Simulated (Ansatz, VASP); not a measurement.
## Two plane-wave programs on Ca3ScB3

```
CELL_PARAMETERS angstrom
4.91955 0.00000 0.00000
0.00000 4.91955 0.00000
0.00000 0.00000 4.91955
ATOMIC_POSITIONS crystal
Ca 0.50000 0.50000 0.00000
Ca 0.00000 0.50000 0.50000
Ca 0.50000 0.00000 0.50000
Sc 0.50000 0.50000 0.50000
B 0.50000 0.00000 0.00000
B 0.00000 0.50000 0.00000
B 0.00000 0.00000 0.50000
```

Change from the starting cell: species swapped into the La3GaBr3 type (Pm-3m, No. 221).

Alike in both runs: task single point; functional PBE; k mesh 4 × 4 × 4; occupations gaussian, width 0.1 eV; no spin polarisation.

|  | VASP | Ansatz |
| --- | --- | --- |
| version | VASP 6.6.1 | Ansatz 0.2.0 |
| potentials or method | VASP PAW PBE potentials, release 64 (Ca_sv, Sc_sv, B), cutoff 520 eV | scalar-relativistic, plane waves, PAW |
| valence electrons in the cell | 50 | 50 |

```csv
,VASP,Ansatz,Ansatz less VASP
gap on the k mesh at the Fermi level (eV),none,none,-
pressure (GPa),19.9,19.5,-0.40
```

A gap of «none» marks a metal or a gap that the smearing closes.
